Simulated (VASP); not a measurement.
# Hf3Ta2F (P-3m1) in VASP: a series of runs

Runs on Hf3Ta2F. Level: PBE. Tasks: single point.

Everything below comes from runs of VASP 6.6.1. Logs are shortened: lines on timing, memory, paths and dates and some standing lists are left out, and cuts for length are marked.

### Step 1. The cell of the first run

The structure is trigonal, space group P-3m1 (No. 164). Conventional cell: a = 3.471 Å, b = 3.471 Å, c = 8.905 Å, α = 90.00°, β = 90.00°, γ = 120.00°. Within 3.1 Å of Hf (site symmetry 3m) lie 3 Ta at 2.31 Å and 3 F at 2.73 Å. Hf (site symmetry -3m) has 6 Ta at 2.47 Å and 6 Hf at 3.28 Å within 3.3 Å. Ta (site symmetry 3m) has 6 Hf at 2.31 to 2.47 Å within 3.1 Å. F (site symmetry -3m) has 6 Hf at 2.73 Å and 6 F at 3.47 Å within 3.6 Å.

### Step 2. Single point, PBE

Input file INCAR:

```
PREC     = Accurate       # precision mode
ENCUT    = 520            # plane-wave cutoff, eV
EDIFF    = 1E-6           # SCF threshold, eV
ISMEAR   = 0              # smearing method
SIGMA    = 0.1            # smearing width, eV
LREAL    = False          # projectors in reciprocal space
LASPH    = True           # aspherical terms in the spheres
NELM     = 100            # most SCF steps
ALGO     = Normal         # electronic algorithm
ISIF     = 2              # what is computed and relaxed
LWAVE    = False          # write WAVECAR
LCHARG   = False          # write CHGCAR
GGA      = PE             # functional
NBANDS   = 38             # bands
```

Input file KPOINTS:

```
regular mesh
0
Gamma
  6 6 2
```

Input file POSCAR:

```
Hf3Ta2F
1.0
    3.4709215900      0.0000000000      0.0000000000
   -1.7354607900      3.0059062700      0.0000000000
    0.0000000000      0.0000000000      8.9054055200
Hf Ta F
3 2 1
Direct
    0.3333333300      0.6666666700      0.2081069900
    0.0000000000      0.0000000000      0.5000000000
    0.6666666700      0.3333333300      0.7918930100
    0.3333333300      0.6666666700      0.6618250000
    0.6666666700      0.3333333300      0.3381750000
    0.0000000000      0.0000000000      0.0000000000
```

Potentials or basis: VASP PAW PBE potentials, release 64 (Hf_pv, Ta_pv, F).

Launch:

```sh
$ cat potpaw_PBE.64/Hf_pv/POTCAR potpaw_PBE.64/Ta_pv/POTCAR potpaw_PBE.64/F/POTCAR > POTCAR
$ mpirun -np 1 vasp_std > vasp.out
```

OUTCAR:

```text
PREC = Accurate
   ENCUT = 520
   EDIFF = 1E-6
   ISMEAR = 0
   LREAL = False
   LASPH = True
   NELM = 100
   ISIF = 2
   GGA = PE

 ion  position               nearest neighbor table
   1  0.333  0.667  0.208-   5 2.31   5 2.31   5 2.31   6 2.73   6 2.73   6 2.73   2 3.28   2 3.28
                             2 3.28
   2  0.000  0.000  0.500-   4 2.47   5 2.47   4 2.47   5 2.47   5 2.47   4 2.47   1 3.28   3 3.28
                             1 3.28   3 3.28   1 3.28   3 3.28
   3  0.667  0.333  0.792-   4 2.31   4 2.31   4 2.31   6 2.73   6 2.73   6 2.73   2 3.28   2 3.28
                             2 3.28
   4  0.333  0.667  0.662-   3 2.31   3 2.31   3 2.31   2 2.47   2 2.47   2 2.47   5 3.51   5 3.51
                             5 3.51
   5  0.667  0.333  0.338-   1 2.31   1 2.31   1 2.31   2 2.47   2 2.47   2 2.47   4 3.51   4 3.51
                             4 3.51
   6  0.000  0.000  0.000-   1 2.73   3 2.73   1 2.73   3 2.73   3 2.73   1 2.73

  LATTYP: Found a hexagonal cell.
 ALAT       =     3.4709215900
 C/A-ratio  =     2.5657178617

  Lattice vectors:

 A1 = (   3.4709215900,   0.0000000000,   0.0000000000)
 A2 = (  -1.7354607900,   3.0059062700,   0.0000000000)
 A3 = (   0.0000000000,   0.0000000000,   8.9054055200)

Analysis of symmetry for initial positions (statically):
=====================================================================
 Subroutine PRICEL returns:
 Original cell was already a primitive cell.

 Routine SETGRP: Setting up the symmetry group for a
 hexagonal supercell.

 Subroutine GETGRP returns: Found 12 space group operations
 (whereof 12 operations were pure point group operations)
 out of a pool of 24 trial point group operations.

The static configuration has the point symmetry D_3d.

Analysis of symmetry for dynamics (positions and initial velocities):
=====================================================================
 Subroutine PRICEL returns:
 Original cell was already a primitive cell.

 Routine SETGRP: Setting up the symmetry group for a
 hexagonal supercell.

 Subroutine GETGRP returns: Found 12 space group operations
 (whereof 12 operations were pure point group operations)
 out of a pool of 24 trial point group operations.

The dynamic configuration has the point symmetry D_3d.

 Subroutine INISYM returns: Found 12 space group operations
 (whereof 12 operations are pure point group operations),
 and found     1 'primitive' translations

----------------------------------------------------------------------------------------

                                     Primitive cell

  volume of cell :      92.9125

  direct lattice vectors                    reciprocal lattice vectors
     3.470921590  0.000000000  0.000000000     0.288107920  0.166339185  0.000000000
    -1.735460790  3.005906270  0.000000000     0.000000000  0.332678371  0.000000000
     0.000000000  0.000000000  8.905405520     0.000000000  0.000000000  0.112291349

  length of vectors
     3.470921590  3.470921586  8.905405520     0.332678370  0.332678371  0.112291349

  position of ions in fractional coordinates (direct lattice)
     0.333333330  0.666666670  0.208106990
     0.000000000  0.000000000  0.500000000
     0.666666670  0.333333330  0.791893010
     0.333333330  0.666666670  0.661825000
     0.666666670  0.333333330  0.338175000
     0.000000000  0.000000000  0.000000000

  ion indices of the primitive-cell ions
   primitive index   ion index
                 1           1
                 2           2
                 3           3
                 4           4
                 5           5
                 6           6

----------------------------------------------------------------------------------------

 KPOINTS: regular mesh

Automatic generation of k-mesh.
 Grid dimensions read from file:
 generate k-points for:    6    6    2

 Generating k-lattice:

  Cartesian coordinates                     Fractional coordinates (reciprocal lattice)
     0.048017987  0.027723197  0.000000000     0.166666667  0.000000000  0.000000000
     0.000000000  0.055446395  0.000000000     0.000000000  0.166666667  0.000000000
     0.000000000  0.000000000  0.056145675     0.000000000  0.000000000  0.500000000

  Length of vectors
     0.055446395  0.055446395  0.056145675

  Shift w.r.t. Gamma in fractional coordinates (k-lattice)
     0.000000000  0.000000000  0.000000000

 Subroutine IBZKPT returns following result:
 ===========================================

 Found     14 irreducible k-points:

 Following reciprocal coordinates:
            Coordinates               Weight
  0.000000  0.000000  0.000000      1.000000
  0.166667 -0.000000  0.000000      6.000000
  0.333333  0.000000  0.000000      6.000000
  0.500000 -0.000000  0.000000      3.000000
  0.166667  0.166667  0.000000      6.000000
  0.333333  0.166667  0.000000     12.000000
  0.333333  0.333333  0.000000      2.000000
  0.000000  0.000000  0.500000      1.000000
  0.166667 -0.000000  0.500000      6.000000
  0.333333  0.000000  0.500000      6.000000
  0.500000 -0.000000  0.500000      3.000000
  0.166667  0.166667  0.500000      6.000000
  0.333333  0.166667  0.500000     12.000000
  0.333333  0.333333  0.500000      2.000000
   k-points           NKPTS =     14   k-points in BZ     NKDIM =     14   number of bands    NBANDS=     38
   number of dos      NEDOS =    301   number of ions     NIONS =      6
   total plane-waves  NPLWV =  54880
   dimension x,y,z NGX =    28 NGY =   28 NGZ =   70
   dimension x,y,z NGXF=    56 NGYF=   56 NGZF=  140
   ions per type =               3   2   1
   NGX,Y,Z   is equivalent  to a cutoff of  13.41, 13.41, 13.07 a.u.
   NGXF,Y,Z  is equivalent  to a cutoff of  26.82, 26.82, 26.14 a.u.
 SYSTEM =  unknown system
   PREC   = accura    normal or accurate (medium, high low for compatibility)
   ISTART =      0    job   : 0-new  1-cont  2-samecut
   ICHARG =      2    charge: 1-file 2-atom 10-const
   ISPIN  =      1    spin polarized calculation?
   LNONCOLLINEAR =      F non collinear calculations
   LSORBIT =      F    spin-orbit coupling
   LASPH  =      T    aspherical Exc in radial PAW
   ENCUT  =  520.0 eV  38.22 Ry    6.18 a.u.   6.45  6.45 16.56*2*pi/ulx,y,z
   NELM   =    100;   NELMIN=  2; NELMDL= -5     # of ELM steps
   EDIFF  = 0.1E-05   stopping-criterion for ELM
   LREAL  =      F    real-space projection
   EDIFFG = 0.1E-04   stopping-criterion for IOM
   NSW    =      0    number of steps for IOM
   IBRION =     -1    ionic relax: 0-MD 1-quasi-New 2-CG
   NFREE  =      0    steps in history (QN), initial steepest desc. (CG)
   ISIF   =      2    stress and relaxation
   ISYM   =      2    0-nonsym 1-usesym 2-fastsym
   POTIM  = 0.5000    time-step for ionic-motion
   TEBEG  =    0.0;   TEEND  =   0.0 temperature during run
   PSTRESS=    0.0 pullay stress
   NELECT =      59.0000    total number of electrons
   NUPDOWN=      -1.0000    fix difference up-down
   EMIN   =  10.00;   EMAX   =-10.00  energy-range for DOS
   EFERMI =   0.00;   METHOD = LEGACY
   ISMEAR =     0;   SIGMA  =   0.10  broadening in eV -4-tet -1-fermi 0-gaus
   EFERMI_NEDOS =   21; number of points for ismear=-14 and -15
   IALGO  =     38    algorithm
   IMIX   =      4    mixing-type and parameters
     AMIX     =   0.40;   BMIX     =  1.00
     AMIX_MAG =   1.60;   BMIX_MAG =  1.00
  volume/ion in A,a.u.               =      15.49       104.50
  Fermi-wavevector in a.u.,A,eV,Ry     =   1.407130  2.659090 26.939733  1.980015
  Thomas-Fermi vector in A             =   2.529420
   LORBIT       =      0    0 simple, 1 ext, 2 COOP (PROOUT), +10 PAW based schemes
   GGA     = PE    functional components
   LHFCALC =     F    Hartree Fock is set to
   AEXX    =    0.0000 exact exchange contribution
   IVDW    =     0    specifies the selected vdW correction
   LEPSILON=     F    determine dielectric tensor
   LRPA    =     F    only Hartree local field effects (RPA)
 non-spin polarized calculation
 Gauss-broadening in eV      SIGMA  =   0.10
  energy-cutoff  :      520.00
  volume of cell :       92.91
 maximum number of plane-waves:      2526
 NGX is ok and might be reduce to    28
   NGX = 13   NGY = 13   NGZ = 33

 number of electron      59.0000014 magnetization

 Free energy of the ion-electron system (eV)
  ---------------------------------------------------
  ext. energy  EPLUGINS =         0.00000000
  ---------------------------------------------------
  free energy    TOTEN  =       -43.30095130 eV

  energy without entropy =      -43.28009966  energy(sigma->0) =      -43.29052548

 E-fermi :   6.1850     XC(G=0): -12.2246

 val. band max:        6.1656279053   @ k =   0.3333   0.0000   0.0000
 cond. band min:       6.1896543882   @ k =   0.3333   0.1667   0.0000
 fundamental gap:      0.0240264829
 Fermi energy:         6.1849680310

 k-point     1 :       0.0000    0.0000    0.0000
  band No.  band energies     occupation
      1     -27.7745      2.00000
      2     -27.7745      2.00000
      3     -27.7141      2.00000
      4     -27.7141      2.00000
      5     -27.4601      2.00000
      6     -27.4284      2.00000
[... 30 lines left out ...]
     37      10.3934      0.00000
     38      10.6568      0.00000

 k-point     2 :       0.1667   -0.0000    0.0000
  band No.  band energies     occupation
      1     -27.9305      2.00000
      2     -27.8649      2.00000
      3     -27.8236      2.00000
      4     -27.7625      2.00000
      5     -27.5645      2.00000
      6     -27.4584      2.00000
[... 30 lines left out ...]
     37      10.0723      0.00000
     38      11.1887      0.00000

 k-point     3 :       0.3333    0.0000    0.0000
  band No.  band energies     occupation
      1     -28.2254      2.00000
      2     -28.0218      2.00000
      3     -27.9747      2.00000
      4     -27.8679      2.00000
      5     -27.7473      2.00000
      6     -27.5744      2.00000
[... 30 lines left out ...]
     37      10.0571      0.00000
[... 371 lines left out ...]
 k-point    13 :       0.3333    0.1667    0.5000
  band No.  band energies     occupation
      1     -28.2956      2.00000
      2     -28.1186      2.00000
      3     -28.0396      2.00000
      4     -28.0123      2.00000
      5     -27.7414      2.00000
      6     -27.6981      2.00000
[... 30 lines left out ...]
     37      10.1350      0.00000
     38      10.5463      0.00000

 k-point    14 :       0.3333    0.3333    0.5000
  band No.  band energies     occupation
      1     -28.3241      2.00000
      2     -28.1099      2.00000
      3     -28.0899      2.00000
      4     -28.0899      2.00000
      5     -27.7730      2.00000
      6     -27.7730      2.00000
[... 30 lines left out ...]
     37       9.5082      0.00000
     38      10.3183      0.00000

------------------------ aborting loop because EDIFF is reached ----------------------------------------

  FORCE on cell =-STRESS in cart. coord.  units (eV):
  Direction    XX          YY          ZZ          XY          YZ          ZX
  --------------------------------------------------------------------------------------
  -------------------------------------------------------------------------------------
  Total       43.3998886     43.3998885     39.9118963      0.0000001      0.0000000      0.0000000
  in kB      748.3853187    748.3853180    688.2385690      0.0000012      0.0000000      0.0000000
  external PRESSURE =     728.3364019 kB  Pullay stress =       0.0000000 kB

 VOLUME and BASIS-vectors are now :
 -----------------------------------------------------------------------------
  energy-cutoff  :      520.00
  volume of cell :       92.91
      direct lattice vectors                 reciprocal lattice vectors
     3.470921590  0.000000000  0.000000000     0.288107920  0.166339185  0.000000000
    -1.735460790  3.005906270  0.000000000     0.000000000  0.332678371  0.000000000
     0.000000000  0.000000000  8.905405520     0.000000000  0.000000000  0.112291349

 POSITION                                       TOTAL-FORCE (eV/Angst)
 -----------------------------------------------------------------------------------
     -0.00000      2.00394      1.85328        -0.000000      0.000000     -9.450562
      0.00000      0.00000      4.45270         0.000000      0.000000      0.000000
      1.73546      1.00197      7.05213         0.000000     -0.000000      9.450562
     -0.00000      2.00394      5.89382        -0.000000      0.000000     -3.919725
      1.73546      1.00197      3.01159         0.000000     -0.000000      3.919725
      0.00000      0.00000      0.00000         0.000000      0.000000      0.000000
 -----------------------------------------------------------------------------------
    total drift:                               -0.000000      0.000000      0.000000

  FREE ENERGIE OF THE ION-ELECTRON SYSTEM (eV)
  ---------------------------------------------------
  free  energy   TOTEN  =       -43.3009512973 eV

  energy  without entropy=      -43.2800996562  energy(sigma->0) =      -43.29052548
```

Run time: 1.8 min. Hardware: 1 thread of AMD EPYC 7R13 (Zen 3), shared host; peak memory 0.2 GiB.

What came out:

* Free energy: -43.3010 eV
* Pressure: 72.8 GPa
* Largest force: 9.451 eV/Å

Forces in eV/Å, atoms in the order of the input:
```
Hf   0.000  0.000 -9.451
Hf   0.000  0.000  0.000
Hf   0.000  0.000  9.451
Ta   0.000  0.000 -3.920
Ta   0.000  0.000  3.920
F    0.000  0.000  0.000
```

Levels at points of the mesh, in eV from the Fermi level:
```tsv
k point	band 28	band 29	band 30	band 31	band 32	band 33
(0.00, 0.00, 0.00)	-2.43	-2.19	-2.19	-0.91	-0.91	0.76
(0.50, 0.00, 0.00)	-0.32	0.03	0.84	1.00	1.02	1.30
(0.00, 0.00, 0.50)	-2.24	-2.24	-1.89	-1.10	-1.10	1.03
(0.50, 0.00, 0.50)	-0.05	0.36	0.40	0.95	1.12	1.14
```

Caveat: spin-orbit coupling is left out, which moves the levels of the heavy elements; an odd number of electrons without spin polarisation forces a metal; a magnetic or distorted state may lie lower.

(Continued in part 2 of 2.)
